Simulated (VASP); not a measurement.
# Al2O3 (Pbcn) in VASP: a series of runs, part 2 of 2

VASP 6.6.1. The steps go on from the part before.

### 3 Relaxation of shape and atoms at fixed volume, PBE (7.54 Å³/atom)

This run uses another cell than the first one, of 7.54 Å³/atom.

INCAR

```
SYSTEM = Al2O3
PREC = Accurate
ENCUT = 600
EDIFF = 1E-6
ISMEAR = 0
SIGMA = 0.02
LREAL = Auto
LASPH = .TRUE.
NELM = 60
ALGO = Normal
ISIF = 4
LWAVE = .FALSE.
LCHARG = .FALSE.
GGA = PE
IBRION = 2
NSW = 50
EDIFFG = -0.01
```

KPOINTS

```
regular mesh
0
G
  4 6 6
  0 0 0
```

POSCAR

```
Al2O3
1.0
    6.7885372799      0.0000000000      0.0000000000
    0.0000000000      4.6466770154      0.0000000000
    0.0000000000      0.0000000000      4.7828480500
Al O
8 12
Direct
    0.3891385807      0.2524855893      0.0333802673
    0.6108614193      0.2524855893      0.4666197327
    0.1108614193      0.2475144107      0.5333802673
    0.8891385807      0.2475144107      0.9666197327
    0.6108614193      0.7475144107      0.9666197327
    0.3891385807      0.7475144107      0.5333802673
    0.8891385807      0.7524855893      0.4666197327
    0.1108614193      0.7524855893      0.0333802673
    0.6543959256      0.1072169995      0.1027984912
    0.3456040744      0.1072169995      0.3972015088
    0.8456040744      0.3927830005      0.6027984912
    0.1543959256      0.3927830005      0.8972015088
    0.3456040744      0.8927830005      0.8972015088
    0.6543959256      0.8927830005      0.6027984912
    0.1543959256      0.6072169995      0.3972015088
    0.8456040744      0.6072169995      0.1027984912
    0.0000000000      0.0520699768      0.2500000000
    0.5000000000      0.4479300232      0.7500000000
    0.0000000000      0.9479300232      0.7500000000
    0.5000000000      0.5520699768      0.2500000000
```

Potentials or basis: VASP PAW PBE potentials, release 64 (Al, O).

Command:

```bash
$ cat potpaw_PBE.64/Al/POTCAR potpaw_PBE.64/O/POTCAR > POTCAR
$ mpirun -np 1 vasp_std > vasp.out
```

OUTCAR:

```text
SYSTEM = Al2O3
   PREC = Accurate
   ENCUT = 600
   EDIFF = 1E-6
   ISMEAR = 0
   LREAL = Auto
   LASPH = .TRUE.
   NELM = 60
   ISIF = 4
   GGA = PE
   IBRION = 2
   NSW = 50
   EDIFFG = -0.01

 ion  position               nearest neighbor table
   1  0.389  0.252  0.033-  18 1.80  13 1.82  12 1.84  10 1.89  20 1.89   9 1.95   2 2.56   5 2.77
                             5 2.81   8 2.99   8 2.99   3 3.05   3 3.05   2 3.10   6 3.32   6 3.32
   2  0.611  0.252  0.467-  18 1.80  14 1.82  11 1.84   9 1.89  20 1.89  10 1.95   1 2.56   6 2.77
                             6 2.81   7 2.99   7 2.99   4 3.05   4 3.05   1 3.10   5 3.32   5 3.32
   3  0.111  0.248  0.533-  17 1.80  15 1.82  10 1.84  12 1.89  19 1.89  11 1.95   4 2.56   7 2.77
                             7 2.81   6 2.99   6 2.99   1 3.05   1 3.05   4 3.10   8 3.32   8 3.32
   4  0.889  0.248  0.967-  17 1.80  16 1.82   9 1.84  11 1.89  19 1.89  12 1.95   3 2.56   8 2.77
                             8 2.81   5 2.99   5 2.99   2 3.05   2 3.05   3 3.10   7 3.32   7 3.32
   5  0.611  0.748  0.967-  20 1.80   9 1.82  16 1.84  14 1.89  18 1.89  13 1.95   6 2.56   1 2.77
                             1 2.81   4 2.99   4 2.99   7 3.05   7 3.05   6 3.10   2 3.32   2 3.32
   6  0.389  0.748  0.533-  20 1.80  10 1.82  15 1.84  13 1.89  18 1.89  14 1.95   5 2.56   2 2.77
                             2 2.81   3 2.99   3 2.99   8 3.05   8 3.05   5 3.10   1 3.32   1 3.32
   7  0.889  0.752  0.467-  19 1.80  11 1.82  14 1.84  16 1.89  17 1.89  15 1.95   8 2.56   3 2.77
                             3 2.81   2 2.99   2 2.99   5 3.05   5 3.05   8 3.10   4 3.32   4 3.32
   8  0.111  0.752  0.033-  19 1.80  12 1.82  13 1.84  15 1.89  17 1.89  16 1.95   7 2.56   4 2.77
                             4 2.81   1 2.99   1 2.99   6 3.05   6 3.05   7 3.10   3 3.32   3 3.32
   9  0.654  0.107  0.103-   5 1.82   4 1.84   2 1.89   1 1.95
  10  0.346  0.107  0.397-   6 1.82   3 1.84   1 1.89   2 1.95
  11  0.846  0.393  0.603-   7 1.82   2 1.84   4 1.89   3 1.95
  12  0.154  0.393  0.897-   8 1.82   1 1.84   3 1.89   4 1.95
  13  0.346  0.893  0.897-   1 1.82   8 1.84   6 1.89   5 1.95
  14  0.654  0.893  0.603-   2 1.82   7 1.84   5 1.89   6 1.95
  15  0.154  0.607  0.397-   3 1.82   6 1.84   8 1.89   7 1.95
  16  0.846  0.607  0.103-   4 1.82   5 1.84   7 1.89   8 1.95
  17  0.000  0.052  0.250-   3 1.80   4 1.80   7 1.89   8 1.89
  18  0.500  0.448  0.750-   1 1.80   2 1.80   5 1.89   6 1.89
  19  0.000  0.948  0.750-   7 1.80   8 1.80   3 1.89   4 1.89
  20  0.500  0.552  0.250-   5 1.80   6 1.80   1 1.89   2 1.89

  LATTYP: Found a simple orthorhombic cell.
 ALAT       =     4.6466770154
 B/A-ratio  =     1.0293050354
 C/A-ratio  =     1.4609445110

  Lattice vectors:

 A1 = (   0.0000000000,   4.6466770154,   0.0000000000)
 A2 = (   0.0000000000,   0.0000000000,   4.7828480500)
 A3 = (   6.7885372799,   0.0000000000,   0.0000000000)

Analysis of symmetry for initial positions (statically):
=====================================================================
 Subroutine PRICEL returns:
 Original cell was already a primitive cell.

 Routine SETGRP: Setting up the symmetry group for a
 simple orthorhombic supercell.

 Subroutine GETGRP returns: Found  8 space group operations
 (whereof  2 operations were pure point group operations)
 out of a pool of  8 trial point group operations.

The static configuration has the point symmetry S_2 .
 The point group associated with its full space group is D_2h.

Analysis of symmetry for dynamics (positions and initial velocities):
=====================================================================
 Subroutine PRICEL returns:
 Original cell was already a primitive cell.

 Routine SETGRP: Setting up the symmetry group for a
 simple orthorhombic supercell.

 Subroutine GETGRP returns: Found  8 space group operations
 (whereof  2 operations were pure point group operations)
[... 123 lines left out ...]
   total plane-waves  NPLWV =  86400
   dimension x,y,z NGX =    54 NGY =   40 NGZ =   40
   dimension x,y,z NGXF=   108 NGYF=   80 NGZF=   80
   ions per type =               8  12
   NGX,Y,Z   is equivalent  to a cutoff of  13.22, 14.31, 13.90 a.u.
   NGXF,Y,Z  is equivalent  to a cutoff of  26.45, 28.62, 27.81 a.u.
 SYSTEM =  Al2O3
   PREC   = accura    normal or accurate (medium, high low for compatibility)
   ISTART =      0    job   : 0-new  1-cont  2-samecut
   ICHARG =      2    charge: 1-file 2-atom 10-const
   ISPIN  =      1    spin polarized calculation?
   LNONCOLLINEAR =      F non collinear calculations
   LSORBIT =      F    spin-orbit coupling
   LASPH  =      T    aspherical Exc in radial PAW
   ENCUT  =  600.0 eV  44.10 Ry    6.64 a.u.  13.56  9.28  9.55*2*pi/ulx,y,z
   NELM   =     60;   NELMIN=  2; NELMDL= -5     # of ELM steps
   EDIFF  = 0.1E-05   stopping-criterion for ELM
   LREAL  =      T    real-space projection
   EDIFFG = -.1E-01   stopping-criterion for IOM
   NSW    =     50    number of steps for IOM
   IBRION =      2    ionic relax: 0-MD 1-quasi-New 2-CG
   NFREE  =      1    steps in history (QN), initial steepest desc. (CG)
   ISIF   =      4    stress and relaxation
   ISYM   =      2    0-nonsym 1-usesym 2-fastsym
   POTIM  = 0.5000    time-step for ionic-motion
   TEBEG  =    0.0;   TEEND  =   0.0 temperature during run
   PSTRESS=    0.0 pullay stress
   NELECT =      96.0000    total number of electrons
   NUPDOWN=      -1.0000    fix difference up-down
   EMIN   =  10.00;   EMAX   =-10.00  energy-range for DOS
   EFERMI =   0.00;   METHOD = LEGACY
   ISMEAR =     0;   SIGMA  =   0.02  broadening in eV -4-tet -1-fermi 0-gaus
   EFERMI_NEDOS =   21; number of points for ismear=-14 and -15
   IALGO  =     38    algorithm
   IMIX   =      4    mixing-type and parameters
     AMIX     =   0.40;   BMIX     =  1.00
     AMIX_MAG =   1.60;   BMIX_MAG =  1.00
  volume/ion in A,a.u.               =       7.54        50.91
  Fermi-wavevector in a.u.,A,eV,Ry     =   1.408089  2.660903 26.976476  1.982715
  Thomas-Fermi vector in A             =   2.530282
   LORBIT       =      0    0 simple, 1 ext, 2 COOP (PROOUT), +10 PAW based schemes
   GGA     = PE    functional components
   LHFCALC =     F    Hartree Fock is set to
   AEXX    =    0.0000 exact exchange contribution
   IVDW    =     0    specifies the selected vdW correction
   LEPSILON=     F    determine dielectric tensor
   LRPA    =     F    only Hartree local field effects (RPA)
 conjugate gradient relaxation of ions
 non-spin polarized calculation
 Gauss-broadening in eV      SIGMA  =   0.02
  energy-cutoff  :      600.00
  volume of cell :      150.87
 maximum number of plane-waves:      5060
   NGX = 27   NGY = 19   NGZ = 19

--------------------------------------- Ionic step        1  -------------------------------------------

 number of electron      95.9999995 magnetization

 Free energy of the ion-electron system (eV)
  ---------------------------------------------------
  ext. energy  EPLUGINS =         0.00000000
  ---------------------------------------------------
  free energy    TOTEN  =      -145.58549437 eV

  energy without entropy =     -145.58549437  energy(sigma->0) =     -145.58549437

------------------------ aborting loop because EDIFF is reached ----------------------------------------

  FORCE on cell =-STRESS in cart. coord.  units (eV):
  Direction    XX          YY          ZZ          XY          YZ          ZX
  --------------------------------------------------------------------------------------
  -------------------------------------------------------------------------------------
  Total       35.1208341     35.9756111     35.7669090      0.0000000     -0.0000000      0.0000000
  in kB      372.9667596    382.0440895    379.8277710      0.0000000     -0.0000000      0.0000000
  external PRESSURE =     378.2795400 kB  Pullay stress =       0.0000000 kB
[... 257 lines left out ...]
--------------------------------------- Ionic step        6  -------------------------------------------

 number of electron      95.9999994 magnetization

 Free energy of the ion-electron system (eV)
  ---------------------------------------------------
  ext. energy  EPLUGINS =         0.00000000
  ---------------------------------------------------
  free energy    TOTEN  =      -145.58817921 eV

  energy without entropy =     -145.58817921  energy(sigma->0) =     -145.58817921

 E-fermi :   8.0232     XC(G=0): -12.3660

 val. band max:        7.9271420010   @ k =   0.0000   0.0000   0.0000
 cond. band min:      14.7663282146   @ k =   0.0000   0.0000   0.0000
 fundamental gap:      6.8391862136
 Fermi energy:         8.0232406688

 k-point     1 :       0.0000    0.0000    0.0000
  band No.  band energies     occupation
      1     -12.3724      2.00000
      2     -10.9761      2.00000
      3     -10.2491      2.00000
      4      -9.8498      2.00000
      5      -9.7428      2.00000
      6      -9.5641      2.00000
[... 1477 lines left out ...]
     58      19.1247      0.00000
     59      19.2273      0.00000

 [... further k-points ...]
[... 5 lines left out ...]
  --------------------------------------------------------------------------------------
  -------------------------------------------------------------------------------------
  Total       35.4829392     35.4343813     35.4117012      0.0000000      0.0000000      0.0000000
  in kB      376.8121454    376.2964826    376.0556315      0.0000000      0.0000000      0.0000000
  external PRESSURE =     376.3880865 kB  Pullay stress =       0.0000000 kB
[... 35 lines left out ...]
  FREE ENERGIE OF THE ION-ELECTRON SYSTEM (eV)
  ---------------------------------------------------
  free  energy   TOTEN  =      -145.5881792106 eV

  energy  without entropy=     -145.5881792106  energy(sigma->0) =     -145.58817921

 reached required accuracy - stopping structural energy minimisation
```

Run time: 44 min. Hardware: 1 thread of Oxide Virtual Turin-like, shared host; peak memory 0.46 GiB.

Results:

```
Free energy                  : -145.5882 eV
Energy gained by relaxing    : 0.1 meV/atom
Ionic steps                  : 6
Pressure after relaxing      : 37.6 GPa
Largest force after relaxing : 0.004 eV/Å
Band gap on the k mesh       : 6.84 eV
```

Forces in eV/Å, atoms in the order of the input:
```
Al  -0.001 -0.003  0.003
Al   0.001 -0.003 -0.003
Al   0.001  0.003  0.003
Al  -0.001  0.003 -0.003
Al   0.001  0.003 -0.003
Al  -0.001  0.003  0.003
Al  -0.001 -0.003 -0.003
Al   0.001 -0.003  0.003
O    0.000  0.000  0.002
O    0.000  0.000 -0.002
O    0.000  0.000  0.002
O    0.000  0.000 -0.002
O    0.000  0.000 -0.002
O    0.000  0.000  0.002
O    0.000  0.000 -0.002
O    0.000  0.000  0.002
O    0.000 -0.003  0.000
O    0.000  0.003  0.000
O    0.000  0.003  0.000
O    0.000 -0.003  0.000
```

The path:
| step | energy change (eV) | largest force (eV/Å) | pressure (GPa) | volume (Å³) |
| --- | --- | --- | --- | --- |
| 1 | 0.0000 | 0.0955 | 37.83 | 150.87 |
| 2 | -0.0020 | 0.0464 | 37.65 | 150.87 |
| 3 | -0.0022 | 0.0399 | 37.69 | 150.87 |
| 4 | -0.0026 | 0.0101 | 37.65 | 150.87 |
| 5 | -0.0026 | 0.0104 | 37.65 | 150.87 |
| 6 | -0.0027 | 0.0041 | 37.64 | 150.87 |

Final structure:
```cif
data_structure
_symmetry_space_group_name_H-M 'P 1'
_symmetry_Int_Tables_number 1
_cell_length_a 6.7836
_cell_length_b 4.6466
_cell_length_c 4.7864
_cell_angle_alpha 90.000
_cell_angle_beta 90.000
_cell_angle_gamma 90.000
_cell_volume 150.87
loop_
_atom_site_label
_atom_site_type_symbol
_atom_site_fract_x
_atom_site_fract_y
_atom_site_fract_z
_atom_site_occupancy
Al1 Al 0.38873 0.25261 0.03435 1
Al2 Al 0.61127 0.25261 0.46565 1
Al3 Al 0.11127 0.24739 0.53435 1
Al4 Al 0.88873 0.24739 0.96565 1
Al5 Al 0.61127 0.74739 0.96565 1
Al6 Al 0.38873 0.74739 0.53435 1
Al7 Al 0.88873 0.75261 0.46565 1
Al8 Al 0.11127 0.75261 0.03435 1
O1 O 0.65447 0.10724 0.10290 1
O2 O 0.34553 0.10724 0.39710 1
O3 O 0.84553 0.39276 0.60290 1
O4 O 0.15447 0.39276 0.89710 1
O5 O 0.34553 0.89276 0.89710 1
O6 O 0.65447 0.89276 0.60290 1
O7 O 0.15447 0.60724 0.39710 1
O8 O 0.84553 0.60724 0.10290 1
O9 O 0.00000 0.05295 0.25000 1
O10 O 0.50000 0.44705 0.75000 1
O11 O 0.00000 0.94705 0.75000 1
O12 O 0.50000 0.55295 0.25000 1
```

Levels at points of the mesh, in eV from the valence-band top:
```csv
k point,band 46,band 47,band 48,band 49,band 50,band 51
"(0.00, 0.00, 0.00)",-0.23,-0.19,0.00,6.84,8.91,9.56
"(0.50, 0.00, 0.00)",-0.38,-0.19,-0.19,8.28,8.28,10.18
"(0.00, 0.50, 0.00)",-0.57,-0.22,-0.22,9.15,9.15,9.24
"(0.50, 0.50, 0.00)",-0.38,-0.36,-0.36,9.52,9.52,9.61
"(0.00, 0.00, 0.50)",-0.42,-0.17,-0.17,9.34,9.34,9.44
"(0.50, 0.00, 0.50)",-0.44,-0.44,-0.44,9.60,9.60,9.60
"(0.00, 0.50, 0.50)",-0.38,-0.38,-0.38,9.89,9.89,9.89
"(0.50, 0.50, 0.50)",-0.66,-0.66,-0.66,9.51,9.51,9.51
```
